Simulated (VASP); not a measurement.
A run of VASP 6.6.1 is set up as follows.

INCAR

```
SYSTEM = SrO
PREC = Accurate
ENCUT = 520
EDIFF = 1E-7
ISMEAR = 0
SIGMA = 0.05
LREAL = .False.
LASPH = .True.
NELM = 60
ALGO = Normal
ISIF = 2
LWAVE = .False.
LCHARG = .False.
GGA = PS
NBANDS = 24
```

File KPOINTS:

```
regular mesh
0
Gamma
  9 9 4
  0 0 0
```

The input POSCAR:

```
SrO
1.0
    3.5532880902      0.0000000000      0.0000000000
   -1.7766440451      3.0772377531      0.0000000000
    0.0000000000      0.0000000000      6.2173039800
Sr O
2 2
Direct
    0.2967745722      0.5935491444      0.1776213611
    0.6666666667      0.3333333333      0.7500000000
    0.0000000000      0.0000000000      0.0000000000
    0.0000000000      0.0000000000      0.5000000000
```

Potentials or basis: VASP PAW PBE potentials, release 64 (Sr_sv, O).

The run is started by

```console
$ cat potpaw_PBE.64/Sr_sv/POTCAR potpaw_PBE.64/O/POTCAR > POTCAR
$ mpirun -np 1 vasp_std > vasp.out
```

Question: What does it give for the pressure?

Answer: 4.1 GPa.

Question: Estimate the largest force.

Answer: 5.073 eV/Å.

Question: What does it give for the band gap on the k mesh?

Answer: 2.30 eV (least direct gap 2.45 eV).

Forces on the atoms (eV/Å):
```
Sr   0.000  1.982  4.670
Sr   0.000 -0.121 -3.342
O    0.000 -1.854 -1.615
O    0.000 -0.007  0.286
```

Caveat: the cell differs from its parent crystal (atom 1 (Sr) moved by (-0.225, -0.450) A along y and z); the cell stands under pressure; the PAW data sets were made with another functional, which shifts forces and pressure a little; an odd mesh through Γ misses points on the zone boundary, where band edges can lie.
